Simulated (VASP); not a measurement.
# Ca (P6/mmm) in VASP: notebook, part 2 of 2

VASP 6.6.1. The steps go on from the part before.

### 4 Single point, PBE (22.35 Å³/atom)

This run uses another cell than the first one, of 22.35 Å³/atom.

Input file INCAR:

```
ALGO = Normal
EDIFF = 1E-7
ENCUT = 520
GGA = PE
ISIF = 2
ISMEAR = -1
LASPH = T
LCHARG = F
LREAL = F
LWAVE = F
NBANDS = 11
NELM = 60
PREC = Accurate
SIGMA = 0.08
```

Input file KPOINTS:

```
k-points
0
Gamma
  12 12 11
```

Input file POSCAR:

```
Ca
1.0
    3.0576391230      0.0000000000      0.0000000000
   -1.5288195615      2.6479931561      0.0000000000
    0.0000000000      0.0000000000      2.7604426328
Ca
1
Direct
    0.0000000000      0.0000000000      0.0000000000
```

Potentials or basis: VASP PAW PBE potentials, release 64 (Ca_sv).

Command:

```bash
$ cat potpaw_PBE.64/Ca_sv/POTCAR > POTCAR
$ mpirun -np 1 vasp_std > vasp.out
```

OUTCAR:

```text
EDIFF = 1E-7
   ENCUT = 520
   GGA = PE
   ISIF = 2
   ISMEAR = -1
   LASPH = T
   LREAL = F
   NELM = 60
   PREC = Accurate

 ion  position               nearest neighbor table
   1  0.000  0.000  0.000-

  LATTYP: Found a hexagonal cell.
 ALAT       =     3.0576391230
 C/A-ratio  =     0.9028019729

  Lattice vectors:

 A1 = (   3.0576391230,   0.0000000000,   0.0000000000)
 A2 = (  -1.5288195615,   2.6479931561,   0.0000000000)
 A3 = (   0.0000000000,   0.0000000000,   2.7604426328)

Analysis of symmetry for initial positions (statically):
=====================================================================
 Subroutine PRICEL returns:
 Original cell was already a primitive cell.

 Routine SETGRP: Setting up the symmetry group for a
 hexagonal supercell.

 Subroutine GETGRP returns: Found 24 space group operations
 (whereof 24 operations were pure point group operations)
 out of a pool of 24 trial point group operations.

The static configuration has the point symmetry D_6h.

Analysis of symmetry for dynamics (positions and initial velocities):
=====================================================================
 Subroutine PRICEL returns:
 Original cell was already a primitive cell.

 Routine SETGRP: Setting up the symmetry group for a
 hexagonal supercell.

 Subroutine GETGRP returns: Found 24 space group operations
 (whereof 24 operations were pure point group operations)
 out of a pool of 24 trial point group operations.

The dynamic configuration has the point symmetry D_6h.

 Subroutine INISYM returns: Found 24 space group operations
 (whereof 24 operations are pure point group operations),
 and found     1 'primitive' translations

----------------------------------------------------------------------------------------

                                     Primitive cell

  volume of cell :      22.3502
[... 110 lines left out ...]
  Thomas-Fermi vector in A             =   2.386040
   LORBIT       =      0    0 simple, 1 ext, 2 COOP (PROOUT), +10 PAW based schemes
   GGA     = PE    functional components
   LHFCALC =     F    Hartree Fock is set to
   AEXX    =    0.0000 exact exchange contribution
   IVDW    =     0    specifies the selected vdW correction
   LEPSILON=     F    determine dielectric tensor
   LRPA    =     F    only Hartree local field effects (RPA)
 non-spin polarized calculation
  energy-cutoff  :      520.00
  volume of cell :       22.35
 maximum number of plane-waves:       614
 NGX is ok and might be reduce to    24
   NGX = 11   NGY = 11   NGZ = 11

 number of electron      10.0000002 magnetization

 Free energy of the ion-electron system (eV)
  ---------------------------------------------------
  ext. energy  EPLUGINS =         0.00000000
  ---------------------------------------------------
  free energy    TOTEN  =        -0.73483884 eV

  energy without entropy =       -0.72379254  energy(sigma->0) =       -0.72931569

 E-fermi :   5.1397     XC(G=0):  -9.9956

 val. band max:        5.1049279295   @ k =   0.4167   0.0833   0.2727
 cond. band min:       5.1588393593   @ k =   0.3333   0.2500   0.1818
 fundamental gap:      0.0539114297
 Fermi energy:         5.1397161800

 k-point     1 :       0.0000    0.0000    0.0000
  band No.  band energies     occupation
      1     -36.0968      2.00000
      2     -16.5454      2.00000
      3     -16.5454      2.00000
      4     -16.2951      2.00000
      5       0.5186      2.00000
      6       5.7379      0.00113
      7       8.0077      0.00000
      8       8.0077      0.00000
      9      12.0321      0.00000
     10      12.0321      0.00000
     11      17.3240      0.00000
[... 309 lines left out ...]
 k-point    24 :       0.3333   -0.0000    0.0909
  band No.  band energies     occupation
      1     -35.9308      2.00000
      2     -17.3881      2.00000
      3     -16.7175      2.00000
      4     -16.3385      2.00000
      5       3.1640      2.00000
      6       5.8136      0.00044
      7       6.9581      0.00000
      8      10.0533      0.00000
      9      10.5018      0.00000
     10      11.3813      0.00000
     11      16.2315      0.00000

 [... further k-points ...]

------------------------ aborting loop because EDIFF is reached ----------------------------------------

  FORCE on cell =-STRESS in cart. coord.  units (eV):
  Direction    XX          YY          ZZ          XY          YZ          ZX
  --------------------------------------------------------------------------------------
  -------------------------------------------------------------------------------------
  Total        3.4009045      3.4009045      3.4109547      0.0000000      0.0000000      0.0000000
  in kB      243.7941091    243.7941091    244.5145621      0.0000000      0.0000000      0.0000000
  external PRESSURE =     244.0342601 kB  Pullay stress =       0.0000000 kB

 VOLUME and BASIS-vectors are now :
 -----------------------------------------------------------------------------
  energy-cutoff  :      520.00
  volume of cell :       22.35
      direct lattice vectors                 reciprocal lattice vectors
     3.057639123  0.000000000  0.000000000     0.327049714  0.188822240  0.000000000
    -1.528819561  2.647993156  0.000000000     0.000000000  0.377644481  0.000000000
     0.000000000  0.000000000  2.760442633     0.000000000  0.000000000  0.362260743

 POSITION                                       TOTAL-FORCE (eV/Angst)
 -----------------------------------------------------------------------------------
      0.00000      0.00000      0.00000        -0.000000      0.000000      0.000000
 -----------------------------------------------------------------------------------
    total drift:                                0.000000      0.000000      0.000000

  FREE ENERGIE OF THE ION-ELECTRON SYSTEM (eV)
  ---------------------------------------------------
  free  energy   TOTEN  =        -0.7348388443 eV

  energy  without entropy=       -0.7237925441  energy(sigma->0) =       -0.72931569
```

OSZICAR:

```text
N       E                     dE             d eps       ncg     rms          rms(c)
DAV:   1     0.705434244111E+02    0.70543E+02   -0.55156E+03  2508   0.909E+02
DAV:   2     0.571041632650E+00   -0.69972E+02   -0.68983E+02  2718   0.228E+02
DAV:   3    -0.744842147981E+00   -0.13159E+01   -0.13051E+01  3209   0.312E+01
DAV:   4    -0.783598511607E+00   -0.38756E-01   -0.38693E-01  3089   0.460E+00
DAV:   5    -0.784573033505E+00   -0.97452E-03   -0.97450E-03  3210   0.590E-01    0.217E+00
DAV:   6    -0.749217157903E+00    0.35356E-01   -0.13354E-02  3814   0.960E-01    0.120E+00
DAV:   7    -0.734499909932E+00    0.14717E-01   -0.23267E-02  3815   0.118E+00    0.120E-01
DAV:   8    -0.734806546886E+00   -0.30664E-03   -0.34055E-04  2876   0.158E-01    0.295E-02
DAV:   9    -0.734838963483E+00   -0.32417E-04   -0.68310E-05  3521   0.795E-02    0.544E-03
DAV:  10    -0.734839307130E+00   -0.34365E-06   -0.25157E-06  2863   0.167E-02    0.109E-03
DAV:  11    -0.734838880213E+00    0.42692E-06   -0.31639E-07  3299   0.449E-03    0.230E-04
DAV:  12    -0.734838844256E+00    0.35957E-07   -0.10480E-08  1515   0.889E-04
   1 F= -.73483884E+00 E0= -.72931569E+00  d E =-.110463E-01
```

Wall time 26 s (1 thread of Intel Xeon 8259CL, shared host); peak memory 0.16 GiB.

Results:

```yaml
Free_energy: -0.7348 eV
Pressure: 24.4 GPa
Band_gap_on_the_k_mesh: zero (bands 5 and 6 overlap by 0.62 eV)
```

Caveat: the cell stands under pressure.

### 5 Single point, PBE (25.79 Å³/atom)

This run uses another cell than the first one, of 25.79 Å³/atom.

Input file INCAR:

```
PREC     = Accurate       # precision mode
ENCUT    = 520            # plane-wave cutoff, eV
EDIFF    = 1E-6           # SCF threshold, eV
ISMEAR   = -1             # smearing method
SIGMA    = 0.08           # smearing width, eV
LREAL    = False          # projectors in reciprocal space
LASPH    = True           # aspherical terms in the spheres
NELM     = 80             # most SCF steps
ALGO     = Normal         # electronic algorithm
ISIF     = 2              # what is computed and relaxed
LWAVE    = False          # write WAVECAR
LCHARG   = True           # write CHGCAR
GGA      = PE             # functional
LELF     = True           # ELF
LVHAR    = True         
NBANDS   = 11             # bands
```

Input file KPOINTS:

```
regular mesh
0
Gamma
  12 12 11
```

Input file POSCAR:

```
Ca
1.0
    3.2061829656      0.0000000000      0.0000000000
   -1.6030914828      2.7766358974      0.0000000000
    0.0000000000      0.0000000000      2.8968264772
Ca
1
Direct
    0.0000000000      0.0000000000      0.0000000000
```

Command:

```bash
$ cat potpaw_PBE.64/Ca_sv/POTCAR > POTCAR
$ mpirun -np 1 vasp_std > vasp.out
```

Wall time 22 s (1 thread of Intel Xeon 8259CL, shared host); peak memory 0.16 GiB.

The run converged. Its results:

```yaml
Free_energy: -1.1526 eV
Pressure: 15.1 GPa
Band_gap_on_the_k_mesh: zero (bands 5 and 6 overlap by 0.39 eV)
```

Levels at points of the mesh, in eV from the Fermi level:
```tsv
k point	band 1	band 2	band 3	band 4	band 5	band 6	band 7	band 8	band 9	band 10
(0.00, 0.00, 0.00)	-41.32	-21.97	-21.97	-21.79	-4.56	0.76	2.77	2.77	6.22	6.22
(0.50, 0.00, 0.00)	-41.20	-22.73	-22.14	-21.71	-1.24	0.59	1.24	4.36	5.86	6.12
```

Caveat: the cell stands under pressure.

### 6 Single point, PBE (25.79 Å³/atom)

This run uses another cell than the first one, of 25.79 Å³/atom.

Input file INCAR:

```
SYSTEM = Ca
  ALGO = Normal
  EDIFF = 1E-7
  ENCUT = 520
  GGA = PE
  ISIF = 2
  ISMEAR = -1
  LASPH = .TRUE.
  LCHARG = .FALSE.
  LREAL = .FALSE.
  LWAVE = .FALSE.
  NBANDS = 11
  NELM = 100
  PREC = Accurate
  SIGMA = 0.08
```

Input file KPOINTS:

```
k-points
0
G
  12 12 11
  0 0 0
```

POSCAR is that of step 5.

Potentials or basis: VASP PAW PBE potentials, release 64 (Ca_sv).

Command:

```bash
$ cat potpaw_PBE.64/Ca_sv/POTCAR > POTCAR
$ mpirun -np 1 vasp_std > vasp.out
```

OUTCAR:

```text
SYSTEM = Ca
   EDIFF = 1E-7
   ENCUT = 520
   GGA = PE
   ISIF = 2
   ISMEAR = -1
   LASPH = .TRUE.
   LREAL = .FALSE.
   NELM = 100
   PREC = Accurate

 ion  position               nearest neighbor table
   1  0.000  0.000  0.000-

  LATTYP: Found a hexagonal cell.
 ALAT       =     3.2061829656
 C/A-ratio  =     0.9035125282

  Lattice vectors:

 A1 = (   3.2061829656,   0.0000000000,   0.0000000000)
 A2 = (  -1.6030914828,   2.7766358974,   0.0000000000)
 A3 = (   0.0000000000,   0.0000000000,   2.8968264772)

[... 513 lines left out ...]
     11      14.0247      0.00000

 [... further k-points ...]

------------------------ aborting loop because EDIFF is reached ----------------------------------------

  FORCE on cell =-STRESS in cart. coord.  units (eV):
  Direction    XX          YY          ZZ          XY          YZ          ZX
  --------------------------------------------------------------------------------------
  -------------------------------------------------------------------------------------
  Total        2.4408218      2.4408218      2.4352525     -0.0000000      0.0000000      0.0000000
  in kB      151.6411051    151.6411051    151.2950985     -0.0000000      0.0000000      0.0000000
  external PRESSURE =     151.5257695 kB  Pullay stress =       0.0000000 kB

 VOLUME and BASIS-vectors are now :
 -----------------------------------------------------------------------------
  energy-cutoff  :      520.00
  volume of cell :       25.79
      direct lattice vectors                 reciprocal lattice vectors
     3.206182966  0.000000000  0.000000000     0.311897359  0.180074024  0.000000000
    -1.603091483  2.776635897  0.000000000     0.000000000  0.360148049  0.000000000
     0.000000000  0.000000000  2.896826477     0.000000000  0.000000000  0.345205351

 POSITION                                       TOTAL-FORCE (eV/Angst)
 -----------------------------------------------------------------------------------
      0.00000      0.00000      0.00000         0.000000      0.000000      0.000000
 -----------------------------------------------------------------------------------
    total drift:                               -0.000000      0.000000      0.000000

  FREE ENERGIE OF THE ION-ELECTRON SYSTEM (eV)
  ---------------------------------------------------
  free  energy   TOTEN  =        -1.1525498799 eV

  energy  without entropy=       -1.1402749249  energy(sigma->0) =       -1.14641240
```

Wall time 28 s (1 thread of Intel Xeon 8259CL, shared host); peak memory 0.16 GiB.

Results:

```yaml
Free_energy: -1.1525 eV
Pressure: 15.2 GPa
Band_gap_on_the_k_mesh: zero (bands 5 and 6 overlap by 0.39 eV)
```

Caveat: the cell stands under pressure.

### 7 Overview

```csv
cell,smearing,gap on the mesh (eV),pressure (GPa)
"a = 2.914, b = 2.914, c = 2.631 Å, angles 90.0, 90.0, 120.0°, 1 atom",fermi-dirac 0.08 eV,none,37.4
"a = 2.914, b = 2.914, c = 2.631 Å, angles 90.0, 90.0, 120.0°, 1 atom",methfessel-paxton 0.01 eV,none,37.5
"a = 3.058, b = 3.058, c = 2.760 Å, angles 90.0, 90.0, 120.0°, 1 atom",fermi-dirac 0.08 eV,none,24.4
"a = 3.206, b = 3.206, c = 2.897 Å, angles 90.0, 90.0, 120.0°, 1 atom",fermi-dirac 0.08 eV,none,15.2
```

Alike in all rows: task single point; level PBE; potentials or basis VASP PAW PBE potentials, release 64 (Ca_sv); no spin polarisation; k mesh 12 × 12 × 11; cutoff (eV) 520.

Caveats: the cell stands under pressure.

Total energies depend on the potentials used, so only differences within one code and one set of settings carry meaning.
